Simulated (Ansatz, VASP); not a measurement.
# TiO2 in VASP and in Ansatz

```
Ti O
1.0
     2.95812    0.00000    0.00000
    -1.47906    2.56180    0.00000
     0.00000    0.00000    5.04381
Ti O
1 2
Direct
  0.00000 0.00000 0.00000
  0.66667 0.33333 0.80958
  0.33333 0.66667 0.19042
```

Alike in both runs: functional PBEsol; k mesh 12 × 12 × 6; occupations gaussian, width 0.02 eV; no spin polarisation.

Ansatz relaxed the structure, and its values are those at the end. VASP's run is a single point on that final structure, the one shown.

```csv
,VASP,Ansatz
version,VASP 6.6.1,Ansatz 0.2.0
potentials or method,"VASP PAW PBE potentials, release 64 (Ti_sv, O), cutoff 520 eV","scalar-relativistic, plane waves, PAW"
valence electrons in the cell,24,24
```

|  | VASP | Ansatz | Ansatz less VASP |
| --- | --- | --- | --- |
| gap on the k mesh at the Fermi level (eV) | 2.65 | 2.68 | +0.026 |
| least direct gap on the mesh (eV) | 2.92 | 2.94 | +0.022 |
| pressure (GPa) | 0.7 | 0.0 | -0.64 |
| rms of the force components (eV/Å) | 0.028 | 0.001 | -0.0270 |

VASP's potentials were made for PBE, not for PBEsol.
